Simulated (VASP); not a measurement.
# Sn (Fd-3m) in VASP: notebook

The runs below take Sn through single point, relaxation of cell and atoms, with PBEsol+D3(BJ).

Everything below comes from runs of VASP 6.6.1. Logs are shortened: lines on timing, memory, paths and dates and some standing lists are left out, and cuts for length are marked.

## 1. The cell of the first run

The structure is cubic, space group Fd-3m (No. 227). Conventional cell: a = 6.471 Å, b = 6.471 Å, c = 6.471 Å, α = 90.00°, β = 90.00°, γ = 90.00°. Sn (site symmetry -43m) has 4 Sn at 2.80 Å within 3.7 Å.

## 2. Single point, PBEsol+D3(BJ)

File INCAR:

```
PREC = Accurate ; ENCUT = 520
EDIFF = 1E-6 ; ISMEAR = -1
SIGMA = 0.05 ; LREAL = F
LASPH = T ; NELM = 80
ALGO = Normal ; ISIF = 2
LWAVE = F ; LCHARG = F
GGA = PS ; IVDW = 12
NBANDS = 21
```

File KPOINTS:

```
Automatic mesh
0
Gamma
  7 7 7
```

File POSCAR:

```
Sn
1.0
    0.0000000000      3.2356468179      3.2356468179
    3.2356468179      0.0000000000      3.2356468179
    3.2356468179      3.2356468179      0.0000000000
Sn
2
Direct
    0.7500000000      0.7500000000      0.7500000000
    0.5000000000      0.5000000000      0.5000000000
```

Potentials or basis: VASP PAW PBE potentials, release 64 (Sn_d).

The run is started by

```bash
cat potpaw_PBE.64/Sn_d/POTCAR > POTCAR
mpirun -np 1 vasp_std > vasp.out
```

OUTCAR:

```text
PREC = Accurate
   ENCUT = 520
   EDIFF = 1E-6
   ISMEAR = -1
   LREAL = F
   LASPH = T
   NELM = 80
   ISIF = 2
   GGA = PS
   IVDW = 12
 IVDW          = 12

 ion  position               nearest neighbor table
   1  0.750  0.750  0.750-   2 2.80   2 2.80   2 2.80   2 2.80
   2  0.500  0.500  0.500-   1 2.80   1 2.80   1 2.80   1 2.80

  LATTYP: Found a face centered cubic cell.
 ALAT       =     6.4712936358

  Lattice vectors:

 A1 = (   0.0000000000,   3.2356468179,   3.2356468179)
 A2 = (   3.2356468179,   0.0000000000,   3.2356468179)
 A3 = (   3.2356468179,   3.2356468179,   0.0000000000)

Analysis of symmetry for initial positions (statically):
=====================================================================
 Subroutine PRICEL returns:
 Original cell was already a primitive cell.

 Routine SETGRP: Setting up the symmetry group for a
 face centered cubic supercell.

 Subroutine GETGRP returns: Found 48 space group operations
 (whereof 24 operations were pure point group operations)
 out of a pool of 48 trial point group operations.

The static configuration has the point symmetry T_d .
 The point group associated with its full space group is O_h .

Analysis of symmetry for dynamics (positions and initial velocities):
=====================================================================
 Subroutine PRICEL returns:
 Original cell was already a primitive cell.

 Routine SETGRP: Setting up the symmetry group for a
 face centered cubic supercell.

 Subroutine GETGRP returns: Found 48 space group operations
 (whereof 24 operations were pure point group operations)
 out of a pool of 48 trial point group operations.

The dynamic configuration has the point symmetry T_d .
 The point group associated with its full space group is O_h .

 Subroutine INISYM returns: Found 48 space group operations
 (whereof 24 operations are pure point group operations),
 and found     1 'primitive' translations

----------------------------------------------------------------------------------------

                                     Primitive cell

  volume of cell :      67.7506

  direct lattice vectors                    reciprocal lattice vectors
     0.000000000  3.235646818  3.235646818    -0.154528608  0.154528608  0.154528608
     3.235646818  0.000000000  3.235646818     0.154528608 -0.154528608  0.154528608
     3.235646818  3.235646818  0.000000000     0.154528608  0.154528608 -0.154528608

  length of vectors
     4.575895613  4.575895613  4.575895613     0.267651401  0.267651401  0.267651401

  position of ions in fractional coordinates (direct lattice)
     0.750000000  0.750000000  0.750000000
     0.500000000  0.500000000  0.500000000

  ion indices of the primitive-cell ions
   primitive index   ion index
                 1           1
                 2           2

----------------------------------------------------------------------------------------

 KPOINTS: Automatic mesh

Automatic generation of k-mesh.
 Grid dimensions read from file:
 generate k-points for:    7    7    7

 Generating k-lattice:

  Cartesian coordinates                     Fractional coordinates (reciprocal lattice)
    -0.022075515  0.022075515  0.022075515     0.142857143  0.000000000  0.000000000
     0.022075515 -0.022075515  0.022075515     0.000000000  0.142857143  0.000000000
     0.022075515  0.022075515 -0.022075515     0.000000000  0.000000000  0.142857143

  Length of vectors
     0.038235914  0.038235914  0.038235914

  Shift w.r.t. Gamma in fractional coordinates (k-lattice)
     0.000000000  0.000000000  0.000000000

 Subroutine IBZKPT returns following result:
 ===========================================

 Found     20 irreducible k-points:

 Following reciprocal coordinates:
            Coordinates               Weight
  0.000000  0.000000  0.000000      1.000000
  0.142857  0.000000  0.000000      8.000000
  0.285714  0.000000  0.000000      8.000000
  0.428571  0.000000  0.000000      8.000000
  0.142857  0.142857  0.000000      6.000000
  0.285714  0.142857  0.000000     24.000000
[... 12 lines left out ...]
 -0.428571  0.428571  0.142857     24.000000
 -0.285714  0.428571  0.142857     24.000000
   k-points           NKPTS =     20   k-points in BZ     NKDIM =     20   number of bands    NBANDS=     21
   number of dos      NEDOS =    301   number of ions     NIONS =      2
   total plane-waves  NPLWV =  46656
   dimension x,y,z NGX =    36 NGY =   36 NGZ =   36
   dimension x,y,z NGXF=    72 NGYF=   72 NGZF=   72
   ions per type =               2
   NGX,Y,Z   is equivalent  to a cutoff of  13.08, 13.08, 13.08 a.u.
   NGXF,Y,Z  is equivalent  to a cutoff of  26.16, 26.16, 26.16 a.u.
 SYSTEM =  unknown system
   PREC   = accura    normal or accurate (medium, high low for compatibility)
   ISTART =      0    job   : 0-new  1-cont  2-samecut
   ICHARG =      2    charge: 1-file 2-atom 10-const
   ISPIN  =      1    spin polarized calculation?
   LNONCOLLINEAR =      F non collinear calculations
   LSORBIT =      F    spin-orbit coupling
   LASPH  =      T    aspherical Exc in radial PAW
   ENCUT  =  520.0 eV  38.22 Ry    6.18 a.u.   8.51  8.51  8.51*2*pi/ulx,y,z
   NELM   =     80;   NELMIN=  2; NELMDL= -5     # of ELM steps
   EDIFF  = 0.1E-05   stopping-criterion for ELM
   LREAL  =      F    real-space projection
   EDIFFG = 0.1E-04   stopping-criterion for IOM
   NSW    =      0    number of steps for IOM
   IBRION =     -1    ionic relax: 0-MD 1-quasi-New 2-CG
   NFREE  =      0    steps in history (QN), initial steepest desc. (CG)
   ISIF   =      2    stress and relaxation
   ISYM   =      2    0-nonsym 1-usesym 2-fastsym
   POTIM  = 0.5000    time-step for ionic-motion
   TEBEG  =    0.0;   TEEND  =   0.0 temperature during run
   PSTRESS=    0.0 pullay stress
   NELECT =      28.0000    total number of electrons
   NUPDOWN=      -1.0000    fix difference up-down
   EMIN   =  10.00;   EMAX   =-10.00  energy-range for DOS
   EFERMI =   0.00;   METHOD = LEGACY
   ISMEAR =    -1;   SIGMA  =   0.05  broadening in eV -4-tet -1-fermi 0-gaus
   EFERMI_NEDOS =   21; number of points for ismear=-14 and -15
   IALGO  =     38    algorithm
   IMIX   =      4    mixing-type and parameters
     AMIX     =   0.40;   BMIX     =  1.00
     AMIX_MAG =   1.60;   BMIX_MAG =  1.00
  volume/ion in A,a.u.               =      33.88       228.60
  Fermi-wavevector in a.u.,A,eV,Ry     =   1.219429  2.304386 20.231948  1.487006
  Thomas-Fermi vector in A             =   2.354681
   LORBIT       =      0    0 simple, 1 ext, 2 COOP (PROOUT), +10 PAW based schemes
   GGA     = PS    functional components
   LHFCALC =     F    Hartree Fock is set to
   AEXX    =    0.0000 exact exchange contribution
   IVDW    =    12    specifies the selected vdW correction
   LEPSILON=     F    determine dielectric tensor
   LRPA    =     F    only Hartree local field effects (RPA)
 non-spin polarized calculation
  energy-cutoff  :      520.00
  volume of cell :       67.75
 maximum number of plane-waves:      1841
 NGX is ok and might be reduce to    36
   NGX = 17   NGY = 17   NGZ = 17

 number of electron      28.0000007 magnetization

 Free energy of the ion-electron system (eV)
  ---------------------------------------------------
  ext. energy  EPLUGINS =         0.00000000
  ---------------------------------------------------
  free energy    TOTEN  =        -8.43978004 eV

  energy without entropy =       -8.43778420  energy(sigma->0) =       -8.43878212

 E-fermi :   5.5174     XC(G=0):  -9.1004

 val. band max:        5.3109188576   @ k =   0.1429   0.0000   0.0000
 cond. band min:       5.5683180771   @ k =   0.4286   0.0000   0.0000
 fundamental gap:      0.2573992194
 Fermi energy:         5.5174493627

 k-point     1 :       0.0000    0.0000    0.0000
  band No.  band energies     occupation
      1     -16.0330      2.00000
      2     -16.0330      2.00000
      3     -16.0330      2.00000
      4     -15.9714      2.00000
      5     -15.9714      2.00000
      6     -15.6526      2.00000
[... 13 lines left out ...]
     20      13.5720      0.00000
     21      13.5720      0.00000

 k-point     2 :       0.1429    0.0000    0.0000
  band No.  band energies     occupation
      1     -16.0465      2.00000
      2     -16.0465      2.00000
      3     -16.0280      2.00000
      4     -15.9520      2.00000
      5     -15.9520      2.00000
      6     -15.6785      2.00000
[... 13 lines left out ...]
     20      12.5557      0.00000
     21      12.5557      0.00000

 k-point     3 :       0.2857    0.0000    0.0000
  band No.  band energies     occupation
      1     -16.0625      2.00000
      2     -16.0625      2.00000
      3     -16.0166      2.00000
      4     -15.9245      2.00000
      5     -15.9245      2.00000
      6     -15.7022      2.00000
[... 13 lines left out ...]
     20      12.5742      0.00000
     21      12.5742      0.00000

 k-point     4 :       0.4286    0.0000    0.0000
  band No.  band energies     occupation
      1     -16.0695      2.00000
      2     -16.0695      2.00000
      3     -16.0069      2.00000
      4     -15.9105      2.00000
      5     -15.9105      2.00000
      6     -15.7125      2.00000
[... 13 lines left out ...]
     20      13.8404      0.00000
     21      13.8404      0.00000

 k-point     5 :       0.1429    0.1429    0.0000
  band No.  band energies     occupation
      1     -16.0443      2.00000
      2     -16.0443      2.00000
      3     -16.0418      2.00000
      4     -15.9548      2.00000
      5     -15.9307      2.00000
      6     -15.7175      2.00000
[... 13 lines left out ...]
     20      11.7103      0.00000
     21      13.7987      0.00000

 k-point     6 :       0.2857    0.1429    0.0000
  band No.  band energies     occupation
      1     -16.0687      2.00000
      2     -16.0583      2.00000
      3     -16.0221      2.00000
      4     -15.9303      2.00000
      5     -15.8974      2.00000
      6     -15.7524      2.00000
[... 13 lines left out ...]
     20      12.8582      0.00000
     21      13.5690      0.00000

 k-point     7 :       0.4286    0.1429    0.0000
  band No.  band energies     occupation
      1     -16.0864      2.00000
      2     -16.0703      2.00000
      3     -15.9936      2.00000
      4     -15.9049      2.00000
      5     -15.8830      2.00000
      6     -15.7607      2.00000
[... 13 lines left out ...]
     20      13.9669      0.00000
     21      14.4453      0.00000
[... 195 lines left out ...]
      1     -16.0983      2.00000
      2     -16.0860      2.00000
      3     -15.9463      2.00000
      4     -15.9124      2.00000
      5     -15.8105      2.00000
      6     -15.8012      2.00000
[... 13 lines left out ...]
     20      14.6180      0.00000
     21      15.8330      0.00000

 k-point    17 :       0.4286    0.2857    0.1429
  band No.  band energies     occupation
      1     -16.0815      2.00000
      2     -16.0798      2.00000
      3     -15.9925      2.00000
      4     -15.9065      2.00000
      5     -15.8617      2.00000
      6     -15.7891      2.00000
[... 13 lines left out ...]
     20      13.8234      0.00000
     21      14.5319      0.00000

 k-point    18 :      -0.4286    0.2857    0.1429
  band No.  band energies     occupation
      1     -16.1011      2.00000
      2     -16.0862      2.00000
      3     -15.9555      2.00000
      4     -15.8793      2.00000
      5     -15.8466      2.00000
      6     -15.7984      2.00000
[... 13 lines left out ...]
     20      13.9780      0.00000
     21      14.6274      0.00000

 k-point    19 :      -0.4286    0.4286    0.1429
  band No.  band energies     occupation
      1     -16.0967      2.00000
      2     -16.0942      2.00000
      3     -15.9476      2.00000
      4     -15.8753      2.00000
      5     -15.8441      2.00000
      6     -15.7856      2.00000
[... 13 lines left out ...]
     20      14.5731      0.00000
     21      15.8438      0.00000

 k-point    20 :      -0.2857    0.4286    0.1429
  band No.  band energies     occupation
      1     -16.1083      2.00000
      2     -16.0952      2.00000
      3     -15.9228      2.00000
      4     -15.8527      2.00000
      5     -15.8334      2.00000
      6     -15.7999      2.00000
[... 13 lines left out ...]
     20      14.3011      0.00000
     21      16.0558      0.00000

------------------------ aborting loop because EDIFF is reached ----------------------------------------

 Edisp (eV)   -0.63229

 E8    (eV) :    -0.4473

  FORCE on cell =-STRESS in cart. coord.  units (eV):
  Direction    XX          YY          ZZ          XY          YZ          ZX
  --------------------------------------------------------------------------------------
  -------------------------------------------------------------------------------------
  Total      -0.03015    -0.03015    -0.03015     0.00000     0.00000     0.00000
  in kB      -0.71292    -0.71292    -0.71292     0.00000     0.00000     0.00000
  external pressure =       -0.71 kB  Pullay stress =        0.00 kB

 VOLUME and BASIS-vectors are now :
 -----------------------------------------------------------------------------
  energy-cutoff  :      520.00
  volume of cell :       67.75
      direct lattice vectors                 reciprocal lattice vectors
     0.000000000  3.235646818  3.235646818    -0.154528608  0.154528608  0.154528608
     3.235646818  0.000000000  3.235646818     0.154528608 -0.154528608  0.154528608
     3.235646818  3.235646818  0.000000000     0.154528608  0.154528608 -0.154528608

 POSITION                                       TOTAL-FORCE (eV/Angst)
 -----------------------------------------------------------------------------------
      4.85347      4.85347      4.85347         0.000000      0.000000      0.000000
      3.23565      3.23565      3.23565        -0.000000     -0.000000     -0.000000
 -----------------------------------------------------------------------------------
    total drift:                                0.000000      0.000000      0.000000

  FREE ENERGIE OF THE ION-ELECTRON SYSTEM (eV)
  ---------------------------------------------------
  free  energy   TOTEN  =        -9.0720716508 eV

  energy  without entropy=       -9.0700758130  energy(sigma->0) =       -9.07107373
```

It took 14 s on 1 thread of Intel Xeon Platinum 8488C (Sapphire Rapids), shared host; peak memory 0.21 GiB.

What came out:

* Free energy: -9.0721 eV
* Pressure: -0.1 GPa
* Band gap on the k mesh: zero (band 14 reaches 5.67 eV, above the bottom of band 15 at 5.57 eV)
* Dispersion energy per atom: -0.316 eV

Caveat: the PAW data sets were made with another functional, which shifts forces and pressure a little; spin-orbit coupling is left out, which moves the levels of the heavy elements; pairwise dispersion overbinds metals, which lowers pressure and volume.

(Part 1 of 2 ends here.)
